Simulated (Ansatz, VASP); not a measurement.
# VPt in VASP and in Ansatz

```
CELL_PARAMETERS angstrom
2.65216 0.00000 0.00000
0.00000 2.65216 0.00000
0.00000 0.00000 3.83135
ATOMIC_POSITIONS crystal
V 0.50000 0.50000 0.50000
Pt 0.00000 0.00000 0.00000
```

Alike in both runs: functional LDA; k mesh 16 × 16 × 12; occupations gaussian, width 0.1 eV; no spin polarisation.

Ansatz relaxed the structure, and its values are those at the end. VASP's run is a single point on that final structure, the one shown.

```csv
,VASP,Ansatz
version,VASP 6.6.1,Ansatz 0.2.0
potentials or method,"VASP PAW LDA potentials, release 64 (V_sv, Pt), cutoff 520 eV","scalar-relativistic, plane waves, PAW"
valence electrons in the cell,23,31
```

|  | VASP | Ansatz | Ansatz less VASP |
| --- | --- | --- | --- |
| gap on the k mesh at the Fermi level (eV) | none | none | - |
| pressure (GPa) | 0.8 | 0.0 | -0.78 |

LDA's correlation is that of Perdew and Zunger in VASP and of Perdew and Wang (1992) in Ansatz. A gap of «none» marks a metal or a gap that the smearing closes. VASP's potentials hold 23 valence electrons a cell and Ansatz's 31, so a difference there can come from the potentials and not from the codes.

Spin-orbit coupling is off throughout.
